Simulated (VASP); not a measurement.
# Rh (I4/mmm) in VASP: further runs

The runs below take Rh through single point, with PBEsol.

Program: VASP 6.6.1. These are calculated values, not measurements. Logs are shortened: lines on timing, memory, paths and dates and some standing lists are left out, and cuts for length are marked.

**1. The cell of the first run**

It takes space group I4/mmm (No. 139, tetragonal). The conventional cell has a = 2.673 Å, b = 2.673 Å, c = 3.874 Å, α = 90.00°, β = 90.00°, γ = 90.00°. Within 3.5 Å of Rh (site symmetry 4/mmm) lie 12 Rh at 2.67 to 2.71 Å.

**2. Single point, PBEsol (strain +0.000 along x and y, +0.025 along z)**

The input, INCAR:

```
  PREC = Accurate
  ENCUT = 520
  EDIFF = 1E-7
  ISMEAR = 0
  SIGMA = 0.15
  LREAL = False
  LASPH = True
  NELM = 60
  ALGO = Fast
  ISIF = 2
  LWAVE = False
  LCHARG = False
  GGA = PS
  NBANDS = 14
```

The input, KPOINTS:

```
regular mesh
0
Gamma
  28 28 28
```

The input, POSCAR:

```
Rh
1.0
    0.0000000000      1.8899965797      1.9372464942
    1.8899965797      0.0000000000      1.9372464942
    1.8899965797      1.8899965797      0.0000000000
Rh
1
Direct
    0.0000000000      0.0000000000      0.0000000000
```

Potentials or basis: VASP PAW PBE potentials, release 64 (Rh_pv).

On the command line:

```bash
$ cat potpaw_PBE.64/Rh_pv/POTCAR > POTCAR
$ mpirun -np 1 vasp_std > vasp.out
```

OUTCAR:

```text
PREC = Accurate
   ENCUT = 520
   EDIFF = 1E-7
   ISMEAR = 0
   LREAL = False
   LASPH = True
   NELM = 60
   ISIF = 2
   GGA = PS

 ion  position               nearest neighbor table
   1  0.000  0.000  0.000-

  LATTYP: Found a body centered tetragonal cell.
 ALAT       =     2.6728587959
 C/A-ratio  =     1.4495689014

  Lattice vectors:

 A1 = (  -1.8899965797,   0.0000000000,   1.9372464942)
 A2 = (   1.8899965797,   0.0000000000,   1.9372464942)
 A3 = (   0.0000000000,   1.8899965797,  -1.9372464942)

Analysis of symmetry for initial positions (statically):
=====================================================================
 Subroutine PRICEL returns:
 Original cell was already a primitive cell.

 Routine SETGRP: Setting up the symmetry group for a
 body centered tetragonal supercell.

 Subroutine GETGRP returns: Found 16 space group operations
 (whereof 16 operations were pure point group operations)
 out of a pool of 16 trial point group operations.

The static configuration has the point symmetry D_4h.

Analysis of symmetry for dynamics (positions and initial velocities):
=====================================================================
 Subroutine PRICEL returns:
 Original cell was already a primitive cell.

 Routine SETGRP: Setting up the symmetry group for a
 body centered tetragonal supercell.

 Subroutine GETGRP returns: Found 16 space group operations
 (whereof 16 operations were pure point group operations)
 out of a pool of 16 trial point group operations.

The dynamic configuration has the point symmetry D_4h.

 Subroutine INISYM returns: Found 16 space group operations
 (whereof 16 operations are pure point group operations),
 and found     1 'primitive' translations

----------------------------------------------------------------------------------------

                                     Primitive cell

  volume of cell :      13.8400

  direct lattice vectors                    reciprocal lattice vectors
     0.000000000  1.889996580  1.937246494    -0.264550743  0.264550743  0.258098286
     1.889996580  0.000000000  1.937246494     0.264550743 -0.264550743  0.258098286
     1.889996580  1.889996580  0.000000000     0.264550743  0.264550743 -0.258098286

  length of vectors
     2.706475762  2.706475762  2.672858796     0.454520535  0.454520535  0.454520535

  position of ions in fractional coordinates (direct lattice)
     0.000000000  0.000000000  0.000000000

  ion indices of the primitive-cell ions
   primitive index   ion index
                 1           1

----------------------------------------------------------------------------------------

 KPOINTS: regular mesh

Automatic generation of k-mesh.
 Grid dimensions read from file:
 generate k-points for:   28   28   28

 Generating k-lattice:

  Cartesian coordinates                     Fractional coordinates (reciprocal lattice)
    -0.009448241  0.009448241  0.009217796     0.035714286 -0.000000000  0.000000000
     0.009448241 -0.009448241  0.009217796    -0.000000000  0.035714286  0.000000000
     0.009448241  0.009448241 -0.009217796     0.000000000  0.000000000  0.035714286

  Length of vectors
     0.016232876  0.016232876  0.016232876

  Shift w.r.t. Gamma in fractional coordinates (k-lattice)
     0.000000000  0.000000000  0.000000000

 Subroutine IBZKPT returns following result:
 ===========================================

 Found   1639 irreducible k-points:

 Following reciprocal coordinates:
            Coordinates               Weight
  0.000000  0.000000  0.000000      1.000000
  0.035714  0.000000  0.000000      8.000000
  0.071429  0.000000  0.000000      8.000000
  0.107143  0.000000  0.000000      8.000000
  0.142857  0.000000  0.000000      8.000000
  0.178571  0.000000  0.000000      8.000000
[... 16 lines left out ...]
  0.285714  0.035714  0.000000      8.000000
  0.321429  0.035714  0.000000      8.000000
 [... further k-points ...]
   k-points           NKPTS =   1639   k-points in BZ     NKDIM =   1639   number of bands    NBANDS=     14
   number of dos      NEDOS =    301   number of ions     NIONS =      1
   total plane-waves  NPLWV =   8000
   dimension x,y,z NGX =    20 NGY =   20 NGZ =   20
   dimension x,y,z NGXF=    40 NGYF=   40 NGZF=   40
   ions per type =               1
   NGX,Y,Z   is equivalent  to a cutoff of  12.29, 12.29, 12.44 a.u.
   NGXF,Y,Z  is equivalent  to a cutoff of  24.57, 24.57, 24.88 a.u.
 SYSTEM =  unknown system
   PREC   = accura    normal or accurate (medium, high low for compatibility)
   ISTART =      0    job   : 0-new  1-cont  2-samecut
   ICHARG =      2    charge: 1-file 2-atom 10-const
   ISPIN  =      1    spin polarized calculation?
   LNONCOLLINEAR =      F non collinear calculations
   LSORBIT =      F    spin-orbit coupling
   LASPH  =      T    aspherical Exc in radial PAW
   ENCUT  =  520.0 eV  38.22 Ry    6.18 a.u.   5.03  5.03  4.97*2*pi/ulx,y,z
   NELM   =     60;   NELMIN=  2; NELMDL= -5     # of ELM steps
   EDIFF  = 0.1E-06   stopping-criterion for ELM
   LREAL  =      F    real-space projection
   EDIFFG = 0.1E-05   stopping-criterion for IOM
   NSW    =      0    number of steps for IOM
   IBRION =     -1    ionic relax: 0-MD 1-quasi-New 2-CG
   NFREE  =      0    steps in history (QN), initial steepest desc. (CG)
   ISIF   =      2    stress and relaxation
   ISYM   =      2    0-nonsym 1-usesym 2-fastsym
   POTIM  = 0.5000    time-step for ionic-motion
   TEBEG  =    0.0;   TEEND  =   0.0 temperature during run
   PSTRESS=    0.0 pullay stress
   NELECT =      15.0000    total number of electrons
   NUPDOWN=      -1.0000    fix difference up-down
   EMIN   =  10.00;   EMAX   =-10.00  energy-range for DOS
   EFERMI =   0.00;   METHOD = LEGACY
   ISMEAR =     0;   SIGMA  =   0.15  broadening in eV -4-tet -1-fermi 0-gaus
   EFERMI_NEDOS =   21; number of points for ismear=-14 and -15
   IALGO  =     68    algorithm
   IMIX   =      4    mixing-type and parameters
     AMIX     =   0.40;   BMIX     =  1.00
     AMIX_MAG =   1.60;   BMIX_MAG =  1.00
  volume/ion in A,a.u.               =      13.84        93.40
  Fermi-wavevector in a.u.,A,eV,Ry     =   1.681614  3.177789 38.474897  2.827825
  Thomas-Fermi vector in A             =   2.765139
   LORBIT       =      0    0 simple, 1 ext, 2 COOP (PROOUT), +10 PAW based schemes
   GGA     = PS    functional components
   LHFCALC =     F    Hartree Fock is set to
   AEXX    =    0.0000 exact exchange contribution
   IVDW    =     0    specifies the selected vdW correction
   LEPSILON=     F    determine dielectric tensor
   LRPA    =     F    only Hartree local field effects (RPA)
 non-spin polarized calculation
 RMM-DIIS sequential band-by-band and
 Gauss-broadening in eV      SIGMA  =   0.15
  energy-cutoff  :      520.00
  volume of cell :       13.84
 maximum number of plane-waves:       386
   NGX =  9   NGY =  9   NGZ =  9

 number of electron      15.0000004 magnetization

 Free energy of the ion-electron system (eV)
  ---------------------------------------------------
  ext. energy  EPLUGINS =         0.00000000
  ---------------------------------------------------
  free energy    TOTEN  =        -8.13368418 eV

  energy without entropy =       -8.11880491  energy(sigma->0) =       -8.12624454

 E-fermi :  11.6310     XC(G=0): -14.1755

 val. band max:       11.6304192451   @ k =   0.2857   0.2857   0.0000
 cond. band min:      11.6315634164   @ k =   0.3214   0.0357   0.2143
 fundamental gap:      0.0011441713
 Fermi energy:        11.6309598757

 k-point     1 :       0.0000    0.0000    0.0000
  band No.  band energies     occupation
      1     -34.7001      2.00000
      2     -34.6853      2.00000
      3     -34.6853      2.00000
      4       3.6286      2.00000
      5       8.3923      2.00000
      6       8.6620      2.00000
      7       8.6620      2.00000
      8      10.4918      2.00000
      9      10.8195      2.00000
     10      27.5830      0.00000
     11      32.0190      0.00000
     12      32.4924      0.00000
     13      33.2380      0.00000
     14      33.2380      0.00000

 k-point     2 :       0.0357    0.0000    0.0000
  band No.  band energies     occupation
      1     -34.7049      2.00000
      2     -34.6912      2.00000
      3     -34.6864      2.00000
      4       3.6802      2.00000
      5       8.3986      2.00000
      6       8.6526      2.00000
      7       8.6823      2.00000
      8      10.4818      2.00000
      9      10.8059      2.00000
     10      27.6584      0.00000
     11      32.0177      0.00000
     12      32.4109      0.00000
     13      33.0801      0.00000
     14      33.3133      0.00000

 k-point     3 :       0.0714    0.0000    0.0000
  band No.  band energies     occupation
      1     -34.7284      2.00000
      2     -34.6995      2.00000
      3     -34.6896      2.00000
      4       3.8324      2.00000
      5       8.3972      2.00000
      6       8.6460      2.00000
      7       8.7407      2.00000
      8      10.4561      2.00000
      9      10.7688      2.00000
     10      27.8747      0.00000
     11      31.8369      0.00000
     12      32.0300      0.00000
     13      33.0943      0.00000
     14      33.5362      0.00000

 k-point     4 :       0.1071    0.0000    0.0000
  band No.  band energies     occupation
      1     -34.7716      2.00000
      2     -34.7072      2.00000
      3     -34.6948      2.00000
      4       4.0770      2.00000
      5       8.3499      2.00000
      6       8.6835      2.00000
      7       8.8283      2.00000
      8      10.4276      2.00000
      9      10.7194      2.00000
     10      28.2004      0.00000
     11      30.9262      0.00000
     12      32.0224      0.00000
     13      33.4036      0.00000
     14      33.8968      0.00000

 k-point     5 :       0.1429    0.0000    0.0000
  band No.  band energies     occupation
      1     -34.8298      2.00000
      2     -34.7164      2.00000
      3     -34.7017      2.00000
      4       4.3974      2.00000
      5       8.2724      2.00000
      6       8.7538      2.00000
      7       8.9288      2.00000
      8      10.4188      2.00000
      9      10.6774      2.00000
     10      28.5724      0.00000
     11      29.9147      0.00000
[... 276 lines left out ...]
 k-point    22 :       0.2500    0.0357    0.0000
  band No.  band energies     occupation
      1     -35.0283      2.00000
      2     -34.7448      2.00000
      3     -34.7344      2.00000
      4       5.3758      2.00000
      5       8.2441      2.00000
      6       8.8432      2.00000
      7       9.1063      2.00000
      8      10.5591      2.00000
      9      10.9881      2.00000
     10      27.0601      0.00000
     11      29.2348      0.00000
     12      32.0201      0.00000
     13      35.0776      0.00000
     14      35.8720      0.00000

 k-point    23 :       0.2857    0.0357    0.0000
  band No.  band energies     occupation
      1     -35.1077      2.00000
      2     -34.7579      2.00000
      3     -34.7441      2.00000
      4       5.5994      2.00000
      5       8.5352      2.00000
      6       8.7731      2.00000
      7       9.0704      2.00000
      8      10.8277      2.00000
      9      11.1702      1.99999
     10      25.9385      0.00000
     11      29.0089      0.00000
     12      32.0202      0.00000
     13      35.1406      0.00000
     14      36.3519      0.00000

 k-point    24 :       0.3214    0.0357    0.0000
  band No.  band energies     occupation
      1     -35.1840      2.00000
      2     -34.7709      2.00000
      3     -34.7530      2.00000
      4       5.6978      2.00000
      5       8.6418      2.00000
      6       9.0001      2.00000
      7       9.0633      2.00000
      8      11.1531      1.99999
      9      11.3923      1.97557
     10      24.7758      0.00000
     11      28.6100      0.00000
     12      32.0204      0.00000
     13      34.7924      0.00000
     14      35.7528      0.00000

 [... further k-points ...]

------------------------ aborting loop because EDIFF is reached ----------------------------------------

  FORCE on cell =-STRESS in cart. coord.  units (eV):
  Direction    XX          YY          ZZ          XY          YZ          ZX
  --------------------------------------------------------------------------------------
  -------------------------------------------------------------------------------------
  Total       -0.4064023     -0.4064023     -0.9363586      0.0000000     -0.0000000      0.0000000
  in kB      -47.0467743    -47.0467743   -108.3966537      0.0000000     -0.0000000      0.0000000
  external PRESSURE =     -67.4967341 kB  Pullay stress =       0.0000000 kB

 VOLUME and BASIS-vectors are now :
 -----------------------------------------------------------------------------
  energy-cutoff  :      520.00
  volume of cell :       13.84
      direct lattice vectors                 reciprocal lattice vectors
     0.000000000  1.889996580  1.937246494    -0.264550743  0.264550743  0.258098286
     1.889996580  0.000000000  1.937246494     0.264550743 -0.264550743  0.258098286
     1.889996580  1.889996580  0.000000000     0.264550743  0.264550743 -0.258098286

 POSITION                                       TOTAL-FORCE (eV/Angst)
 -----------------------------------------------------------------------------------
      0.00000      0.00000      0.00000        -0.000000      0.000000      0.000000
 -----------------------------------------------------------------------------------
    total drift:                               -0.000000     -0.000000     -0.000000

  FREE ENERGIE OF THE ION-ELECTRON SYSTEM (eV)
  ---------------------------------------------------
  free  energy   TOTEN  =        -8.1336841813 eV

  energy  without entropy=       -8.1188049065  energy(sigma->0) =       -8.12624454
```

Wall time 2.4 min (1 thread of AMD EPYC 9R45 (Zen 5), shared host); peak memory 0.34 GiB.

Results:

| Property | Result |
| --- | --- |
| Free energy | -8.1337 eV |
| Pressure | -6.7 GPa |
| Band gap on the k mesh | zero (an odd number of electrons rules out a gap without spin polarisation) |

Caveat: the cell differs from its parent crystal (strain +0.000 along x and y, +0.025 along z); the cell stands under tension; the PAW data sets were made with another functional, which shifts forces and pressure a little.

**3. Single point, PBEsol (strain +0.000 along x and y, +0.050 along z)**

The input, INCAR:

```
PREC     = Accurate       # precision mode
ENCUT    = 520            # plane-wave cutoff, eV
EDIFF    = 1E-7           # SCF threshold, eV
ISMEAR   = 0              # smearing method
SIGMA    = 0.15           # smearing width, eV
LREAL    = False          # projectors in reciprocal space
LASPH    = True           # aspherical terms in the spheres
NELM     = 100            # most SCF steps
ALGO     = Fast           # electronic algorithm
ISIF     = 2              # what is computed and relaxed
LWAVE    = False          # write WAVECAR
LCHARG   = True           # write CHGCAR
GGA      = PS             # functional
LELF     = True           # ELF
LVHAR    = True         
NBANDS   = 14             # bands
```

The input, KPOINTS:

```
Automatic mesh
0
Gamma
  28 28 28
```

The input, POSCAR:

```
Rh
1.0
    0.0000000000      1.8899965797      1.9844964087
    1.8899965797      0.0000000000      1.9844964087
    1.8899965797      1.8899965797      0.0000000000
Rh
1
Direct
    0.0000000000      0.0000000000      0.0000000000
```

Potentials or basis: VASP PAW PBE potentials, release 64 (Rh_pv).

On the command line:

```bash
$ cat potpaw_PBE.64/Rh_pv/POTCAR > POTCAR
$ mpirun -np 1 vasp_std > vasp.out
```

Wall time 2.3 min (1 thread of AMD EPYC 9R45 (Zen 5), shared host); peak memory 0.35 GiB.

It converged, with:

- Free energy: -8.1013 eV
- Pressure: -12.3 GPa
- Band gap on the k mesh: zero (an odd number of electrons rules out a gap without spin polarisation)

Stress tensor (GPa, compression positive):
```
 -8.52   0.00   0.00
  0.00  -8.52   0.00
  0.00   0.00 -19.89
```

Levels at points of the mesh, in eV from the Fermi level:
```csv
k point,band 3,band 4,band 5,band 6,band 7,band 8,band 9,band 10,band 11,band 12
"(0.00, 0.00, 0.00)",-46.27,-7.82,-3.28,-2.76,-2.76,-1.26,-0.63,16.00,20.32,20.47
"(0.50, 0.00, 0.00)",-46.33,-5.91,-3.26,-2.75,0.43,0.67,0.70,8.30,15.39,20.47
"(0.50, 0.50, 0.00)",-46.47,-6.05,-5.68,0.57,0.91,0.91,2.49,10.96,13.66,13.66
"(0.50, 0.00, 0.50)",-46.51,-6.06,-5.69,0.50,0.72,1.18,3.49,12.30,12.55,13.02
```

Caveat: the cell differs from its parent crystal (strain +0.000 along x and y, +0.050 along z); the cell stands under tension; the PAW data sets were made with another functional, which shifts forces and pressure a little.

**4. Single point, PBEsol (strain +0.025 along x and y, +0.000 along z)**

The input, INCAR:

```
SYSTEM = Rh
PREC     = Accurate       ! precision mode
ENCUT    = 520            ! plane-wave cutoff, eV
EDIFF    = 1E-6           ! SCF threshold, eV
ISMEAR   = 0              ! smearing method
SIGMA    = 0.15           ! smearing width, eV
LREAL    = .FALSE.        ! projectors in reciprocal space
LASPH    = .TRUE.         ! aspherical terms in the spheres
NELM     = 60             ! most SCF steps
ALGO     = Fast           ! electronic algorithm
ISIF     = 2              ! what is computed and relaxed
LWAVE    = .FALSE.        ! write WAVECAR
LCHARG   = .TRUE.         ! write CHGCAR
GGA      = PS             ! functional
LELF     = .TRUE.         ! ELF
LVHAR    = .TRUE.       
NBANDS   = 14             ! bands
```

The input, KPOINTS:

```
regular mesh
0
G
  28 28 28
  0 0 0
```

The input, POSCAR:

```
Rh
1.0
    0.0000000000      1.9372464942      1.8899965797
    1.9372464942      0.0000000000      1.8899965797
    1.9372464942      1.9372464942      0.0000000000
Rh
1
Direct
    0.0000000000      0.0000000000      0.0000000000
```

On the command line:

```bash
$ cat potpaw_PBE.64/Rh_pv/POTCAR > POTCAR
$ mpirun -np 1 vasp_std > vasp.out
```

Run time: 1.7 min. Hardware: 1 thread of AMD EPYC 9R45 (Zen 5), shared host; peak memory 0.34 GiB.

Results (log left out):

```yaml
Free_energy: -8.1128 eV
Pressure: -12.8 GPa
Band_gap_on_the_k_mesh: zero (an odd number of electrons rules out a gap without spin polarisation)
```

Stress tensor (GPa, compression positive):
```
-14.65   0.00   0.00
  0.00 -14.65   0.00
  0.00   0.00  -9.17
```

Levels at points of the mesh, in eV from the Fermi level:
| k point | band 3 | band 4 | band 5 | band 6 | band 7 | band 8 | band 9 | band 10 | band 11 | band 12 |
| --- | --- | --- | --- | --- | --- | --- | --- | --- | --- | --- |
| (0.00, 0.00, 0.00) | -46.27 | -7.82 | -3.03 | -3.03 | -2.78 | -1.09 | -0.79 | 15.97 | 20.46 | 20.99 |
| (0.50, 0.00, 0.00) | -46.35 | -5.90 | -3.14 | -2.87 | 0.48 | 0.61 | 0.69 | 8.28 | 15.43 | 20.46 |
| (0.50, 0.50, 0.00) | -46.55 | -6.05 | -5.71 | 0.52 | 0.95 | 0.95 | 3.49 | 12.29 | 12.75 | 12.75 |
| (0.50, 0.00, 0.50) | -46.50 | -6.05 | -5.69 | 0.53 | 0.82 | 1.04 | 2.98 | 11.61 | 13.08 | 13.33 |

Caveat: the cell differs from its parent crystal (strain +0.025 along x and y, +0.000 along z); the cell stands under tension; the PAW data sets were made with another functional, which shifts forces and pressure a little.

**5. The runs side by side**

```csv
cell,further INCAR settings,gap on the mesh (eV),pressure (GPa)
"a = 2.706, b = 2.706, c = 2.673 Å, angles 60.4, 60.4, 59.2°, 1 atom",ALGO = Fast; EDIFF = 1e-07; NBANDS = 14,none,-6.7
"a = 2.740, b = 2.740, c = 2.673 Å, angles 60.8, 60.8, 58.4°, 1 atom",ALGO = Fast; EDIFF = 1e-07; NBANDS = 14,none,-12.3
"a = 2.706, b = 2.706, c = 2.740 Å, angles 59.6, 59.6, 60.8°, 1 atom",ALGO = Fast; EDIFF = 1e-06; NBANDS = 14,none,-12.8
```

Alike in all rows: task single point; level PBEsol; potentials or basis VASP PAW PBE potentials, release 64 (Rh_pv); no spin polarisation; k mesh 28 × 28 × 28; cutoff (eV) 520; smearing gaussian 0.15 eV.

Caveats: the cell stands under tension; the PAW data sets were made with another functional, which shifts forces and pressure a little.

Absolute energies hang on the potentials; compare differences alone.
